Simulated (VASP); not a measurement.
Wanted: the native input for a VASP 6.6.1 run.

- Task: single point
- Functional: PBEsol
- Potentials or basis: VASP PAW PBE potentials, release 64 (Sr_sv, Cl)
- Cutoff: 520 eV
- k mesh: 6 × 6 × 6
- Occupations: gaussian, width 0.01 eV
- Spin: no spin polarisation
- Dipole correction: no
- Further INCAR settings: ALGO = Normal; EDIFF = 1e-06; NBANDS = 19

The structure of SrCl2 lies in POSCAR:

```
SrCl2
1.0
    3.1959708365      3.1959708365      0.0000000000
   -3.1959708365      3.1959708365      0.0000000000
    0.0000000000      3.1959708365      3.1959708365
Sr Cl
1 2
Direct
    0.0000000000      0.0000000000      0.0000000000
    0.2500000000      0.7500000000      0.5000000000
    0.7500000000      0.2500000000      0.5000000000
```

The input as run:

INCAR

```
ALGO     = Normal         # electronic algorithm
EDIFF    = 1E-6           # SCF threshold, eV
ENCUT    = 520            # plane-wave cutoff, eV
GGA      = PS             # functional
ISIF     = 2              # what is computed and relaxed
ISMEAR   = 0              # smearing method
LASPH    = True           # aspherical terms in the spheres
LCHARG   = False          # write CHGCAR
LREAL    = False          # projectors in reciprocal space
LWAVE    = False          # write WAVECAR
NBANDS   = 19             # bands
NELM     = 60             # most SCF steps
PREC     = Accurate       # precision mode
SIGMA    = 0.01           # smearing width, eV
```

KPOINTS

```
k-points
0
Gamma
  6 6 6
```

Potentials or basis: VASP PAW PBE potentials, release 64 (Sr_sv, Cl).

The run is started by

```bash
$ cat potpaw_PBE.64/Sr_sv/POTCAR potpaw_PBE.64/Cl/POTCAR > POTCAR
$ mpirun -np 1 vasp_std > vasp.out
```

It gave:

| Property | Result |
| --- | --- |
| Pressure | 15.4 GPa |
| Band gap on the k mesh | 5.03 eV, direct |

Caveat: the PAW data sets were made with another functional, which shifts forces and pressure a little.

It took 27 s on 1 thread of Intel(R) Xeon(R) Platinum 8375C CPU @ 2.90GHz (Ice Lake), with other jobs on the host, peak memory 0.2 GiB.
